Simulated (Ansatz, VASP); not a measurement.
**GePt: VASP beside Ansatz**

```
Ge Pt
1.0
     0.00000    2.66830    2.66830
     2.66830    0.00000    2.66830
     2.66830    2.66830    0.00000
Ge Pt
1 1
Cartesian
  0.0000 0.0000 0.0000
  4.0024 4.0024 4.0024
```

Change from the starting cell: species swapped into the HgSe type (F-43m, No. 216).

Alike in both runs: task relaxation of cell and atoms; functional PBE; k mesh 6 × 6 × 6; occupations gaussian, width 0.2 eV; no spin polarisation.

```csv
,VASP,Ansatz
version,VASP 6.6.1,Ansatz 0.2.0
potentials or method,"VASP PAW PBE potentials, release 64 (Ge_d, Pt), cutoff 500 eV","scalar-relativistic, plane waves, PAW"
valence electrons in the cell,24,32
```

VASP gave:

- gap on the k mesh at the Fermi level, each at its own relaxed structure (eV): none
- relaxed volume (Å³/atom): 22.32
- relaxed cell length with the largest relative difference (Å): 3.982

Question: Which values does Ansatz return?

Answer: gap on the k mesh at the Fermi level, each at its own relaxed structure (eV): none; relaxed volume (Å³/atom): 22.18; relaxed cell length with the largest relative difference (Å): 3.974.

A gap of «none» marks a metal or a gap that the smearing closes. VASP's potentials hold 24 valence electrons a cell and Ansatz's 32, so a difference there can come from the potentials and not from the codes.

Spin-orbit coupling is off throughout. Noted on VASP's run: the volume moved by over 15 % at a fixed basis, so the end points are rough.
